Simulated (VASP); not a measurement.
A run of VASP 6.6.1 is set up as follows.

File INCAR:

```
PREC = Accurate
ENCUT = 520
EDIFF = 1E-6
ISMEAR = -1
SIGMA = 0.05
LREAL = False
LASPH = True
NELM = 80
ALGO = Normal
ISIF = 2
LWAVE = False
LCHARG = True
GGA = PE
LELF = True
LVHAR = True
NBANDS = 10
```

KPOINTS

```
regular mesh
0
Gamma
  10 10 10
```

POSCAR

```
Ir
1.0
    2.4361033390      0.0000000000      0.0000000000
    0.0000000000      2.4361033390      0.0000000000
    0.0000000000      0.0000000000      2.4361033390
Ir
1
Direct
    0.0000000000      0.0000000000      0.0000000000
```

Potentials or basis: VASP PAW PBE potentials, release 64 (Ir).

Launch:

```sh
$ cat potpaw_PBE.64/Ir/POTCAR > POTCAR
$ mpirun -np 1 vasp_std > vasp.out
```

Problem. Estimate the pressure.

Solution. 60.4 GPa.
